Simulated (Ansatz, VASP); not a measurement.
**W: VASP beside Ansatz**

INCAR

```
ALGO = Normal ; EDIFF = 1E-6
ENCUT = 520 ; GGA = PE
ISIF = 2 ; ISMEAR = -1
LASPH = T ; LCHARG = F
LREAL = F ; LWAVE = F
NBANDS = 21 ; NELM = 80
PREC = Accurate ; SIGMA = 0.1
```

File KPOINTS:

```
k-points
0
Gamma
  17 17 9
```

POSCAR

```
W
1.0
    2.4356459033      0.0000000000      0.0000000000
   -1.2178229516      2.1093312269      0.0000000000
    0.0000000000      0.0000000000      3.8588603681
W
2
Direct
    0.3333333333      0.6666666667      0.2500000000
    0.6666666667      0.3333333333      0.7500000000
```

Input for Ansatz:

```yaml
crystal:
  lattice:
    - [2.4356459033, 0.0, 0.0]
    - [-1.2178229516, 2.1093312269, 0.0]
    - [0.0, 0.0, 3.8588603681]
  atoms:
    - { symbol: W, position: [0.3333333333, 0.6666666667, 0.25] }
    - { symbol: W, position: [0.6666666667, 0.3333333333, 0.75] }
kpoints:
  mp_grid: { grid: [17, 17, 9] }
scf:
  occupations: { method: fermi_dirac, width: 0.1 }
hamiltonian:
  xc: pbe
  pseudopotentials: { kind: all_electron, lapw: { basis_error: 0.001 } }
output:
  forces: true
  stress: true
  eigenvalues: true
  populations: true
```

Change from the starting cell: volume scaled by 0.6, LAPW.

Alike in both runs: task single point; functional PBE; k mesh 17 × 17 × 9; occupations fermi-dirac, width 0.1 eV; no spin polarisation.

```csv
,VASP,Ansatz
version,VASP 6.6.1,Ansatz 0.2.0
potentials or method,"VASP PAW PBE potentials, release 64 (W_sv), cutoff 520 eV","all-electron LAPW, scalar-relativistic"
```

|  | VASP | Ansatz | Ansatz less VASP |
| --- | --- | --- | --- |
| pressure (GPa) | 387.6 | 372.0 | -15.62 |
| traceless stress, the component that is largest in VASP (GPa) | 1.22 | 0.23 | -0.991 |

Both programs put the cell under a high pressure, so it lies far from rest at this level. Ansatz ran all-electron here, and VASP with PAW potentials.

Spin-orbit coupling is off throughout. Noted on VASP's run: the cell as given lies far from equilibrium.
